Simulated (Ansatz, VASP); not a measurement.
## One calculation of AgCl, two programs

INCAR

```
SYSTEM = AgCl
PREC = Accurate
ENCUT = 520
EDIFF = 1E-8
ISMEAR = -1
SIGMA = 0.01
LREAL = .FALSE.
LASPH = .TRUE.
NELM = 80
ALGO = Normal
ISIF = 2
LWAVE = .FALSE.
LCHARG = .FALSE.
GGA = PE
LEFG = .TRUE.
NBANDS = 16
```

File KPOINTS:

```
regular mesh
0
G
  9 9 9
  0 0 0
```

POSCAR

```
AgCl
1.0
    0.0277315000      2.7870157500      2.7870157500
    2.7870157500      0.0277315000      2.7870157500
    2.7870157500      2.7870157500      0.0277315000
Ag Cl
1 1
Direct
    0.5000000000      0.5000000000      0.5000000000
    0.0000000000      0.0000000000      0.0000000000
```

Input for Ansatz:

```yaml
crystal:
  lattice:
    - [0.0277315, 2.78701575, 2.78701575]
    - [2.78701575, 0.0277315, 2.78701575]
    - [2.78701575, 2.78701575, 0.0277315]
  atoms:
    - { symbol: Ag, position: [0.5, 0.5, 0.5] }
    - { symbol: Cl, position: [0.0, 0.0, 0.0] }
kpoints:
  mp_grid: { grid: [9, 9, 9] }
scf:
  occupations: { method: fermi_dirac, width: 0.01 }
hamiltonian:
  xc: pbe
  pseudopotentials: { kind: all_electron, datasets: crystal }
output:
  forces: true
  stress: true
  eigenvalues: true
  efg: { contact_densities: true }
```

Change from the starting cell: equal xy, yz and zx shear strains of +1 %, crystal datasets.

Alike in both runs: task electric field gradients; functional PBE; k mesh 9 × 9 × 9; occupations fermi-dirac, width 0.01 eV; no spin polarisation.

```csv
,VASP,Ansatz
version,VASP 6.6.1,Ansatz 0.2.0
potentials or method,"VASP PAW PBE potentials, release 64 (Ag, Cl), cutoff 520 eV","all-electron PAW with datasets made for the crystal, scalar-relativistic"
```

```tsv
	VASP	Ansatz	Ansatz less VASP
gap on the k mesh at the Fermi level (eV)	0.94	0.95	+0.004
pressure (GPa)	1.5	1.6	+0.14
traceless stress, the component that is largest in VASP (GPa)	-0.05	-0.05	0.000
size of Vzz on the site where it differs most (V/Å²)	2.2	2.3	+0.11
```

Ansatz ran all-electron here, and VASP with PAW potentials.
